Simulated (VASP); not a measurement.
## ZnS: vibrations by perturbation theory with PBEsol

Crystal: ZnS.

```
Zn S
1.0
     0.00000    2.41135    2.41135
     2.41135    0.00000    2.41135
     2.41135    2.41135    0.00000
Zn S
1 1
Cartesian
  0.0000 0.0000 0.0000
  3.6170 3.6170 3.6170
```

```yaml
Program: VASP 6.6.1
Task: vibrations by perturbation theory
Functional: PBEsol
Potentials_or_basis: VASP PAW PBE potentials, release 64 (Zn, S)
Cutoff: 520 eV
k_mesh: 10 × 10 × 10
Occupations: gaussian, width 0.01 eV
Spin: no spin polarisation
Dipole_correction: no
Further_INCAR_settings: ALGO = Normal; EDIFF = 1e-08; IBRION = 8; NSW = 1
```

The electronic dielectric tensor (diagonal) is 6.44 and the born charges (mean of the diagonal) is Zn +1.50; S -1.50 e. The highest phonon frequency at Γ, LO-TO splitting left out is 458 cm⁻¹.

Phonon frequencies in cm⁻¹ (negative: imaginary):
| q point | frequencies |
| --- | --- |
| (0.000, 0.000, 0.000) | 0 0 0 458 458 458 |

Electronic dielectric tensor:
```
6.44 0.00 0.00
0.00 6.44 0.00
0.00 0.00 6.44
```

Born effective charge tensors (e):
atom 1, Zn
```
1.50 0.00 0.00
0.00 1.50 0.00
0.00 0.00 1.50
```
atom 2, S
```
-1.50  0.00  0.00
 0.00 -1.50  0.00
 0.00  0.00 -1.50
```

Wall time 13 min on 1 thread of Intel Xeon 8259CL, with other jobs on the host, peak memory 0.31 GiB.

Caveat: the cell stands under pressure or tension, which shifts response properties.
